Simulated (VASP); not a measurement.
Here is a VASP 6.6.1 calculation.

The input INCAR:

```
SYSTEM = C
PREC = Accurate
ENCUT = 520
EDIFF = 1E-6
ISMEAR = -1
SIGMA = 0.02
LREAL = .False.
LASPH = .True.
NELM = 60
ALGO = Normal
ISIF = 2
LWAVE = .False.
LCHARG = .False.
GGA = PE
NBANDS = 11
```

Contents of KPOINTS:

```
regular mesh
0
Gamma
  12 12 12
  0 0 0
```

The input POSCAR:

```
C
1.0
    0.0000000000      1.7089191755      1.7961065767
    1.7089191755      0.0000000000      1.7961065767
    1.7089191755      1.7089191755      0.0000000000
C
2
Direct
    0.0000000000      0.0000000000      0.0000000000
    0.2500000000      0.2500000000      0.2500000000
```

Potentials or basis: VASP PAW PBE potentials, release 64 (C).

Launch:

```sh
$ cat potpaw_PBE.64/C/POTCAR > POTCAR
$ mpirun -np 1 vasp_std > vasp.out
```

**Question.** Estimate the pressure.

**Answer.** 42.4 GPa.

**Question.** Estimate the band gap on the k mesh.

**Answer.** 3.67 eV, indirect (least direct gap 5.34 eV).

Stress tensor (GPa, compression positive):
```
60.04  0.00  0.00
 0.00 60.04  0.00
 0.00  0.00  7.24
```

Caveat: the cell differs from its parent crystal (epitaxial xy strain -4.0%). A k mesh can miss the band edges.
